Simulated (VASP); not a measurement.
PdPt: electric field gradients with LDA

PdPt:

```
Pd Pt
1.0
     1.17167    0.67646    3.81452
    -1.17167    0.67646    3.81452
     0.00000   -1.35292    3.81452
Pd Pt
1 1
Direct
  0.00000 0.00000 0.00000
  0.50000 0.50000 0.50000
```

```json
{
  "Program": "VASP 6.6.1",
  "Task": "electric field gradients",
  "Functional": "LDA",
  "Potentials or basis": "VASP PAW LDA potentials, release 64 (Pd_sv_GW, Pt_sv_GW)",
  "Cutoff": "470 eV",
  "k mesh": "15 × 15 × 15",
  "Occupations": "fermi-dirac, width 0.05 eV",
  "Spin": "no spin polarisation",
  "Dipole correction": "no",
  "Further INCAR settings": "ALGO = Normal; EDIFF = 1e-08; NBANDS = 25"
}
```

```
Pressure                                : 407.0 GPa
Band gap on the k mesh                  : zero (bands 18 and 19 overlap by 3.66 eV)
Largest electric field gradient by atom : Pd -4.6; Pt +47.6 V/Å²
```

Stress tensor (GPa, compression positive):
```
407.14   0.00   0.00
  0.00 407.14   0.00
  0.00   0.00 406.79
```

Levels at points of the mesh, in eV from the Fermi level:
```
           k point  band 14  band 15  band 16  band 17  band 18  band 19  band 20  band 21  band 22  band 23
(0.00, 0.00, 0.00)    -6.95    -6.95    -3.12    -3.12    -0.92     0.17     0.17    12.33    12.62    14.02
```

Electric field gradients, principal values (V/Å²):
```csv
atom,least,middle,greatest (by size)
1 Pd,2.276,2.276,-4.552
2 Pt,-23.801,-23.801,47.601
```

It took 3.2 min on 1 thread of Intel(R) Xeon(R) 6975P-C (Granite Rapids), on a shared host, peak memory 0.31 GiB.

Caveat: the cell stands under pressure; without QUAD_EFG the Cq values of the log hold for a quadrupole moment of 1 mb, not for the nuclei; spin-orbit coupling is left out, which moves the levels of the heavy elements.
